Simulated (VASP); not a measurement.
Runs of VASP 6.6.1 on ZnO. The structure is that of space group P6_3/mmc (No. 194), or close to it. The cells are those of the table. 

```csv
cell,gap on the mesh (eV),pressure (GPa)
"a = 3.239, b = 3.239, c = 7.237 Å, angles 90.0, 90.0, 120.0°, 4 atoms",0.79,-3.4
"a = 3.189, b = 3.189, c = 6.917 Å, angles 90.0, 90.0, 120.0°, 4 atoms",0.76,1.4
"a = 3.288, b = 3.288, c = 7.023 Å, angles 90.0, 90.0, 120.0°, 4 atoms",(a),-7.6
"a = 3.189, b = 3.189, c = 7.237 Å, angles 90.0, 90.0, 120.0°, 4 atoms",0.79,1.3
"a = 3.288, b = 3.288, c = 6.917 Å, angles 90.0, 90.0, 120.0°, 4 atoms",(b),-7.6
```

Alike in all rows: task single point; level LDA; potentials or basis VASP PAW LDA potentials, release 64 (Zn, O); no spin polarisation; k mesh 9 × 9 × 4; cutoff (eV) 520; smearing gaussian 0.05 eV.

Problem. Estimate the missing entries.

Solution. (a) 0.74; (b) 0.72.

Caveats: an odd mesh through Γ misses points on the zone boundary, where band edges can lie; the cell stands under tension (at least some runs).
